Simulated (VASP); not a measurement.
A run of VASP 6.6.1 is set up as follows.

Contents of INCAR:

```
SYSTEM = Ni
PREC     = Accurate       ! precision mode
ENCUT    = 520            ! plane-wave cutoff, eV
EDIFF    = 1E-7           ! SCF threshold, eV
ISMEAR   = -1             ! smearing method
SIGMA    = 0.05           ! smearing width, eV
LREAL    = .FALSE.        ! projectors in reciprocal space
LASPH    = .TRUE.         ! aspherical terms in the spheres
NELM     = 150            ! most SCF steps
ALGO     = Normal         ! electronic algorithm
ISIF     = 2              ! what is computed and relaxed
LWAVE    = .FALSE.        ! write WAVECAR
LCHARG   = .FALSE.        ! write CHGCAR
ISPIN    = 2              ! spin polarisation
MAGMOM   = 1              ! initial moments
LORBIT   = 11             ! projections on sites
LMAXMIX  = 4              ! l up to which the mixer works
GGA      = CA             ! functional
NBANDS   = 15             ! bands
```

The input KPOINTS:

```
regular mesh
0
G
  17 17 17
  0 0 0
```

The input POSCAR:

```
Ni
1.0
   -1.3767964250      1.3767964250      1.3837150000
    1.3767964250     -1.3767964250      1.3837150000
    1.3906335750      1.3906335750     -1.3837150000
Ni
1
Direct
    0.0000000000      0.0000000000      0.0000000000
```

Potentials or basis: VASP PAW LDA potentials, release 64 (Ni).

The run is started by

```sh
$ cat potpaw_LDA.64/Ni/POTCAR > POTCAR
$ mpirun -np 1 vasp_std > vasp.out
```

(1) What does it give for the pressure?

(2) Predict the site moments.

(3) Estimate the net moment.

## Answers

(1) -10.9 GPa.

(2) Ni +0.41 μB.

(3) 0.41 μB per cell.

Caveat: the cell stands under tension.
